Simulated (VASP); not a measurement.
# Si4Ge (Cmmm) in VASP: notebook, part 2 of 2

VASP 6.6.1.

## 3. Relaxation of cell and atoms, PBE

This run uses another cell than the first one, of 15.66 Å³/atom, 0.805 times its volume.

Contents of INCAR:

```
PREC = Accurate
ENCUT = 500
EDIFF = 1E-7
ISMEAR = 0
SIGMA = 0.2
LREAL = False
LASPH = True
NELM = 120
ALGO = Normal
ISIF = 3
LWAVE = False
LCHARG = False
GGA = PE
IBRION = 2
NSW = 36
EDIFFG = -0.08
GGA_COMPAT = False
NELMIN = 4
```

Contents of KPOINTS:

```
regular mesh
0
Gamma
  3 3 5
```

Contents of POSCAR:

```
Si4Ge
1.0
    3.2965948400     -3.9534215300      0.0000000000
    3.2965948400      3.9534215300      0.0000000000
    0.0000000000      0.0000000000      3.0039628900
Si Ge
4 1
Direct
    0.7327440800      0.2672559200      0.5000000000
    0.2835574700      0.2835574700      0.0000000000
    0.7164425300      0.7164425300      0.0000000000
    0.2672559200      0.7327440800      0.5000000000
    0.5000000000      0.5000000000      0.5000000000
```

Potentials or basis: VASP PAW PBE potentials, release 64 (Si, Ge_d).

On the command line:

```sh
cat potpaw_PBE.64/Si/POTCAR potpaw_PBE.64/Ge_d/POTCAR > POTCAR
mpirun -np 1 vasp_std > vasp.out
```

OUTCAR:

```text
PREC = Accurate
   ENCUT = 500
   EDIFF = 1E-7
   ISMEAR = 0
   LREAL = False
   LASPH = True
   NELM = 120
   ISIF = 3
   GGA = PE
   IBRION = 2
   NSW = 36
   EDIFFG = -0.08
   NELMIN = 4

 ion  position               nearest neighbor table
   1  0.733  0.267  0.500-   5 1.84   3 2.77   2 2.77   2 2.77   3 2.77
   2  0.284  0.284  0.000-   5 2.07   5 2.07   1 2.77   1 2.77   4 2.77   4 2.77   3 2.85
   3  0.716  0.716  0.000-   5 2.07   5 2.07   1 2.77   1 2.77   4 2.77   4 2.77   2 2.85
   4  0.267  0.733  0.500-   5 1.84   3 2.77   2 2.77   2 2.77   3 2.77
   5  0.500  0.500  0.500-   1 1.84   4 1.84   3 2.07   2 2.07   2 2.07   3 2.07

  LATTYP: Found a base centered orthorhombic cell.
 ALAT       =     6.5931896800
 B/A-ratio  =     1.1992439841
 C/A-ratio  =     0.4556160274

  Lattice vectors:

 A1 = (   3.2965948400,  -3.9534215300,   0.0000000000)
 A2 = (   3.2965948400,   3.9534215300,   0.0000000000)
 A3 = (   0.0000000000,   0.0000000000,   3.0039628900)

Analysis of symmetry for initial positions (statically):
=====================================================================
 Subroutine PRICEL returns:
 Original cell was already a primitive cell.

 Routine SETGRP: Setting up the symmetry group for a
 base centered orthorhombic supercell.

 Subroutine GETGRP returns: Found  8 space group operations
 (whereof  8 operations were pure point group operations)
 out of a pool of  8 trial point group operations.

The static configuration has the point symmetry D_2h.

Analysis of symmetry for dynamics (positions and initial velocities):
=====================================================================
 Subroutine PRICEL returns:
 Original cell was already a primitive cell.

 Routine SETGRP: Setting up the symmetry group for a
 base centered orthorhombic supercell.

 Subroutine GETGRP returns: Found  8 space group operations
 (whereof  8 operations were pure point group operations)
 out of a pool of  8 trial point group operations.

The dynamic configuration has the point symmetry D_2h.

 Subroutine INISYM returns: Found  8 space group operations
 (whereof  8 operations are pure point group operations),
 and found     1 'primitive' translations

----------------------------------------------------------------------------------------

                                     Primitive cell

  volume of cell :      78.3003

  direct lattice vectors                    reciprocal lattice vectors
     3.296594840 -3.953421530  0.000000000     0.151671656 -0.126472727  0.000000000
     3.296594840  3.953421530  0.000000000     0.151671656  0.126472727  0.000000000
     0.000000000  0.000000000  3.003962890     0.000000000  0.000000000  0.332893593

  length of vectors
     5.147531382  5.147531382  3.003962890     0.197483270  0.197483270  0.332893593

  position of ions in fractional coordinates (direct lattice)
     0.732744080  0.267255920  0.500000000
     0.283557470  0.283557470  0.000000000
     0.716442530  0.716442530  0.000000000
     0.267255920  0.732744080  0.500000000
     0.500000000  0.500000000  0.500000000

  ion indices of the primitive-cell ions
   primitive index   ion index
                 1           1
                 2           2
[... 23 lines left out ...]
     0.000000000  0.000000000  0.000000000

 Subroutine IBZKPT returns following result:
 ===========================================

 Found     12 irreducible k-points:

 Following reciprocal coordinates:
            Coordinates               Weight
  0.000000  0.000000  0.000000      1.000000
  0.333333 -0.000000  0.000000      4.000000
  0.333333  0.333333  0.000000      2.000000
 -0.333333  0.333333  0.000000      2.000000
  0.000000  0.000000  0.200000      2.000000
  0.333333 -0.000000  0.200000      8.000000
  0.333333  0.333333  0.200000      4.000000
 -0.333333  0.333333  0.200000      4.000000
  0.000000  0.000000  0.400000      2.000000
  0.333333 -0.000000  0.400000      8.000000
  0.333333  0.333333  0.400000      4.000000
 -0.333333  0.333333  0.400000      4.000000
   k-points           NKPTS =     12   k-points in BZ     NKDIM =     12   number of bands    NBANDS=     19
   number of dos      NEDOS =    301   number of ions     NIONS =      5
   total plane-waves  NPLWV =  38400
   dimension x,y,z NGX =    40 NGY =   40 NGZ =   24
   dimension x,y,z NGXF=    80 NGYF=   80 NGZF=   48
   ions per type =               4   1
   NGX,Y,Z   is equivalent  to a cutoff of  12.92, 12.92, 13.28 a.u.
   NGXF,Y,Z  is equivalent  to a cutoff of  25.84, 25.84, 26.56 a.u.
 SYSTEM =  unknown system
   PREC   = accura    normal or accurate (medium, high low for compatibility)
   ISTART =      0    job   : 0-new  1-cont  2-samecut
   ICHARG =      2    charge: 1-file 2-atom 10-const
   ISPIN  =      1    spin polarized calculation?
   LNONCOLLINEAR =      F non collinear calculations
   LSORBIT =      F    spin-orbit coupling
   LASPH  =      T    aspherical Exc in radial PAW
   ENCUT  =  500.0 eV  36.75 Ry    6.06 a.u.   9.39  9.39  5.48*2*pi/ulx,y,z
   NELM   =    120;   NELMIN=  4; NELMDL= -5     # of ELM steps
   EDIFF  = 0.1E-06   stopping-criterion for ELM
   LREAL  =      F    real-space projection
   EDIFFG = -.8E-01   stopping-criterion for IOM
   NSW    =     36    number of steps for IOM
   IBRION =      2    ionic relax: 0-MD 1-quasi-New 2-CG
   NFREE  =      1    steps in history (QN), initial steepest desc. (CG)
   ISIF   =      3    stress and relaxation
   ISYM   =      2    0-nonsym 1-usesym 2-fastsym
   POTIM  = 0.5000    time-step for ionic-motion
   TEBEG  =    0.0;   TEEND  =   0.0 temperature during run
   PSTRESS=    0.0 pullay stress
   NELECT =      30.0000    total number of electrons
   NUPDOWN=      -1.0000    fix difference up-down
   EMIN   =  10.00;   EMAX   =-10.00  energy-range for DOS
   EFERMI =   0.00;   METHOD = LEGACY
   ISMEAR =     0;   SIGMA  =   0.20  broadening in eV -4-tet -1-fermi 0-gaus
   EFERMI_NEDOS =   21; number of points for ismear=-14 and -15
   IALGO  =     38    algorithm
   IMIX   =      4    mixing-type and parameters
     AMIX     =   0.40;   BMIX     =  1.00
     AMIX_MAG =   1.60;   BMIX_MAG =  1.00
  volume/ion in A,a.u.               =      15.66       105.68
  Fermi-wavevector in a.u.,A,eV,Ry     =   1.189034  2.246948 19.235932  1.413801
  Thomas-Fermi vector in A             =   2.325150
   LORBIT       =      0    0 simple, 1 ext, 2 COOP (PROOUT), +10 PAW based schemes
   GGA     = PE    functional components
   LHFCALC =     F    Hartree Fock is set to
   AEXX    =    0.0000 exact exchange contribution
   IVDW    =     0    specifies the selected vdW correction
   LEPSILON=     F    determine dielectric tensor
   LRPA    =     F    only Hartree local field effects (RPA)
 conjugate gradient relaxation of ions
 non-spin polarized calculation
 Gauss-broadening in eV      SIGMA  =   0.20
  energy-cutoff  :      500.00
  volume of cell :       78.30
 maximum number of plane-waves:      2008
 NGX is ok and might be reduce to    40
   NGX = 19   NGY = 19   NGZ = 11

--------------------------------------- Ionic step        1  -------------------------------------------

 number of electron      29.9999989 magnetization

 Free energy of the ion-electron system (eV)
  ---------------------------------------------------
  ext. energy  EPLUGINS =         0.00000000
  ---------------------------------------------------
  free energy    TOTEN  =       -11.18076793 eV

  energy without entropy =      -11.14936890  energy(sigma->0) =      -11.16506842

------------------------ aborting loop because EDIFF is reached ----------------------------------------

  FORCE on cell =-STRESS in cart. coord.  units (eV):
  Direction    XX          YY          ZZ          XY          YZ          ZX
  --------------------------------------------------------------------------------------
  -------------------------------------------------------------------------------------
  Total       21.3916156     49.6209628     29.9337772     -0.0000000      0.0000000      0.0000000
  in kB      437.7144771   1015.3423781    612.5038861     -0.0000000      0.0000000      0.0000000
  external PRESSURE =     688.5202471 kB  Pullay stress =       0.0000000 kB
[... 631 lines left out ...]
      6      -4.2014      2.00000
[... 11 lines left out ...]
     18       7.9504      0.00000
     19       8.1835      0.00000

[... ionic steps 4 to 19 ...]

--------------------------------------- Ionic step       20  -------------------------------------------

 number of electron      29.9999997 magnetization

------------------------ aborting loop because EDIFF is reached ----------------------------------------
[... 73 lines left out ...]
--------------------------------------- Ionic step       22  -------------------------------------------

 number of electron      29.9999997 magnetization

 Free energy of the ion-electron system (eV)
  ---------------------------------------------------
  ext. energy  EPLUGINS =         0.00000000
  ---------------------------------------------------
  free energy    TOTEN  =       -23.79797531 eV

  energy without entropy =      -23.76291751  energy(sigma->0) =      -23.78044641

 E-fermi :   7.1712     XC(G=0): -10.3073

 val. band max:        7.0049344876   @ k =   0.0000   0.0000   0.2000
 cond. band min:       7.2485889095   @ k =   0.3333  -0.0000   0.0000
 fundamental gap:      0.2436544219
 Fermi energy:         7.1712447807
[... 294 lines left out ...]
  FREE ENERGIE OF THE ION-ELECTRON SYSTEM (eV)
  ---------------------------------------------------
  free  energy   TOTEN  =       -23.7979753133 eV

  energy  without entropy=      -23.7629175150  energy(sigma->0) =      -23.78044641

 reached required accuracy - stopping structural energy minimisation
```

OSZICAR:

```text
N       E                     dE             d eps       ncg     rms          rms(c)
DAV:   1     0.232691844497E+03    0.23269E+03   -0.13909E+04   498   0.266E+03
DAV:   2     0.176210628822E+02   -0.21507E+03   -0.20654E+03   478   0.631E+02
DAV:   3    -0.114737653137E+02   -0.29095E+02   -0.28239E+02   569   0.136E+02
[... 260 lines left out ...]
DAV:   3    -0.237980359608E+02    0.18723E-02   -0.38425E-03   613   0.482E-01    0.741E-02
DAV:   4    -0.237979772087E+02    0.58752E-04   -0.57838E-04   556   0.156E-01    0.276E-02
DAV:   5    -0.237979752121E+02    0.19966E-05   -0.31853E-05   662   0.453E-02    0.103E-02
DAV:   6    -0.237979752732E+02   -0.61098E-07   -0.31115E-06   544   0.123E-02    0.407E-03
DAV:   7    -0.237979753133E+02   -0.40152E-07   -0.26584E-07   457   0.357E-03
  22 F= -.23797975E+02 E0= -.23780446E+02  d E =-.373376E-02
```

CONTCAR:

```text
Si4Ge
   1.00000000000000
     3.5527287555514659   -3.9406091989094385    0.0000000000000000
     3.5527287555514659    3.9406091989094385    0.0000000000000000
     0.0000000000000000    0.0000000000000000    3.2493704683078093
  Si              Ge
     4     1
Direct
     0.8359238038771782    0.1640761961228215    0.5000000000000000
     0.2034246001795701    0.2034246001795701    0.0000000000000000
     0.7965753998204299    0.7965753998204299    0.0000000000000000
     0.1640761961228215    0.8359238038771782    0.5000000000000000
     0.5000000000000000    0.5000000000000000    0.5000000000000000

  0.00000000E+00  0.00000000E+00  0.00000000E+00
  0.00000000E+00  0.00000000E+00  0.00000000E+00
  0.00000000E+00  0.00000000E+00  0.00000000E+00
  0.00000000E+00  0.00000000E+00  0.00000000E+00
  0.00000000E+00  0.00000000E+00  0.00000000E+00
```

Wall time 2.7 min (1 thread of Intel Xeon 6975P-C (Granite Rapids), shared host); peak memory 0.19 GiB.

Results:

| Property | Result |
| --- | --- |
| Free energy | -23.7980 eV |
| Relaxed volume | 18.20 Å³/atom |
| Relaxed cell | a = 5.306 Å, b = 5.306 Å, c = 3.249 Å, α = 90.00°, β = 90.00°, γ = 95.93° |
| Space group after relaxing (to 0.05 Å) | Cmmm (No. 65) |
| Energy gained by relaxing | 2523.4 meV/atom |
| Ionic steps | 22 |
| Pressure after relaxing | -0.3 GPa |
| Largest force after relaxing | 0.030 eV/Å |
| Band gap on the k mesh | zero (band 15 reaches 8.97 eV, above the bottom of band 16 at 6.27 eV) |

Forces on the atoms (eV/Å):
```
Si   0.000  0.030  0.000
Si   0.028  0.000  0.000
Si  -0.028  0.000  0.000
Si   0.000 -0.030  0.000
Ge   0.000  0.000  0.000
```

Step by step:
| step | energy change (eV) | largest force (eV/Å) | pressure (GPa) | volume (Å³) |
| --- | --- | --- | --- | --- |
| 1 | 0.0000 | 14.8064 | 68.85 | 78.30 |
| 2 | -6.3159 | 1.4171 | -11.52 | 180.03 |
| 3 | -9.7433 | 1.5131 | -8.08 | 117.31 |
| 4 | -9.8220 | 1.6248 | -7.19 | 114.65 |
| 5 | -9.8947 | 2.1663 | -2.47 | 105.46 |
| 6 | -9.9150 | 2.0074 | -3.90 | 107.67 |
| 7 | -9.9120 | 2.0515 | -3.50 | 107.02 |
| 8 | -10.7116 | 1.8757 | -4.83 | 101.83 |
| 9 | -11.7529 | 2.4299 | 3.98 | 86.09 |
| 10 | -11.7941 | 2.2929 | -0.55 | 89.88 |
| 11 | -11.8176 | 2.4230 | 1.18 | 88.14 |
| 12 | -12.2089 | 1.0685 | 3.07 | 86.06 |
| 13 | -12.2301 | 0.6975 | 4.14 | 85.51 |
| 14 | -12.4665 | 0.6052 | 1.21 | 88.39 |
| 15 | -12.5598 | 0.5675 | -0.94 | 91.02 |
| 16 | -12.5669 | 0.5486 | -1.67 | 91.96 |
| 17 | -12.5936 | 0.2932 | -0.37 | 90.70 |
| 18 | -12.5972 | 0.1535 | 0.35 | 90.08 |
| 19 | -12.6035 | 0.1211 | 0.26 | 90.27 |
| 20 | -12.6133 | 0.1585 | -0.04 | 90.86 |
| 21 | -12.6135 | 0.1636 | -0.09 | 90.97 |
| 22 | -12.6172 | 0.0300 | -0.34 | 90.98 |

Final structure:
```
Si Ge
1.0
     3.55273   -3.94061    0.00000
     3.55273    3.94061    0.00000
     0.00000    0.00000    3.24937
Si Ge
4 1
Direct
  0.83592 0.16408 0.50000
  0.20342 0.20342 0.00000
  0.79658 0.79658 0.00000
  0.16408 0.83592 0.50000
  0.50000 0.50000 0.50000
```

Levels at points of the mesh, in eV from the Fermi level:
```tsv
k point	band 13	band 14	band 15	band 16	band 17	band 18
(0.00, 0.00, 0.00)	-2.28	-1.11	-0.95	1.96	3.10	3.13
```

Caveat: the k points lie up to 0.40 Å⁻¹ apart in the final cell; the volume moved by over 15 % at a fixed basis, so the end points are rough; the relaxation stopped at a loose force limit of 0.08 eV/Å, so its end isn't a converged minimum.
